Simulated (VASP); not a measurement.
A run of VASP 6.6.1 is set up as follows.

File INCAR:

```
PREC = Accurate ; ENCUT = 520
EDIFF = 1E-7 ; ISMEAR = 0
SIGMA = 0.15 ; LREAL = F
LASPH = T ; NELM = 60
ALGO = Fast ; ISIF = 2
LWAVE = F ; LCHARG = T
GGA = PS ; LELF = T
LVHAR = T ; NBANDS = 12
```

KPOINTS

```
Automatic mesh
0
Gamma
  18 18 18
```

File POSCAR:

```
Zr
1.0
    0.0000000000      2.3452000000      2.2550000000
    2.3452000000      0.0000000000      2.2550000000
    2.3452000000      2.3452000000      0.0000000000
Zr
1
Direct
    0.0000000000      0.0000000000      0.0000000000
```

Potentials or basis: VASP PAW PBE potentials, release 64 (Zr_sv).

Command:

```bash
$ cat potpaw_PBE.64/Zr_sv/POTCAR > POTCAR
$ mpirun -np 1 vasp_std > vasp.out
```

Task: Estimate the band gap on the k mesh.

Result: Zero (band 6 reaches 8.98 eV, above the bottom of band 7 at 7.50 eV).

Task: Estimate the pressure.

Result: -8.7 GPa.

Stress tensor (GPa, compression positive):
```
-9.14  0.00  0.00
 0.00 -9.14  0.00
 0.00  0.00 -7.89
```

Caveat: the cell differs from its parent crystal (strain +0.040 along x and y, +0.000 along z); the PAW data sets were made with another functional, which shifts forces and pressure a little.
